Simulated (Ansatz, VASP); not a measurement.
## Two plane-wave programs on MoS2

The input INCAR:

```
SYSTEM = MoS2
PREC = Accurate ; ENCUT = 520
EDIFF = 1E-7 ; ISMEAR = -1
SIGMA = 0.1 ; LREAL = .FALSE.
LASPH = .TRUE. ; NELM = 100
ALGO = Normal ; ISIF = 2
LWAVE = .FALSE. ; LCHARG = .FALSE.
GGA = CA ; NBANDS = 20
```

File KPOINTS:

```
Automatic mesh
0
G
  11 11 11
  0 0 0
```

The input POSCAR:

```
MoS2
1.0
    6.3831760000      0.0000000000      0.0000000000
    5.5955395603      3.0716238175      0.0000000000
    5.5955395603      1.4348276740      2.7159054516
Mo S
1 2
Direct
    0.0000000000      0.0000000000      0.0000000000
    0.7500000000      0.7500000000      0.7500000000
    0.2500000000      0.2500000000      0.2500000000
```

Input for Ansatz:

```yaml
crystal:
  lattice:
    a: 6.383176
    b: 6.383176
    c: 6.383176
    alpha: 28.76421
    beta: 28.76421
    gamma: 28.76421
  atoms:
    - { symbol: Mo, position: [0.0, 0.0, 0.0] }
    - { symbol: S, position: [0.75, 0.75, 0.75] }
    - { symbol: S, position: [0.25, 0.25, 0.25] }
kpoints:
  mp_grid:
    grid: [11, 11, 11]
hamiltonian:
  xc: lda
scf:
  convergence:
    dr2_threshold: 1.0e-10
  occupations:
    method: fermi_dirac
    width: 0.1
output:
  stress: true
```

Alike in both runs: task single point; functional LDA; k mesh 11 × 11 × 11; occupations fermi-dirac, width 0.1 eV; no spin polarisation.

|  | VASP | Ansatz |
| --- | --- | --- |
| version | VASP 6.6.1 | Ansatz 0.2.0 |
| potentials or method | VASP PAW LDA potentials, release 64 (Mo_sv, S) | plane waves, PAW |
| plane-wave cutoff (eV) | 520 | 420 |
| valence electrons in the cell | 26 | 26 |

|  | VASP | Ansatz | Ansatz less VASP |
| --- | --- | --- | --- |
| pressure (GPa) | 0.3 | 0.2 | -0.13 |
| traceless stress, the component that is largest in VASP (GPa) | 2.61 | 2.60 | -0.014 |

LDA's correlation is that of Perdew and Zunger in VASP and of Perdew and Wang (1992) in Ansatz.
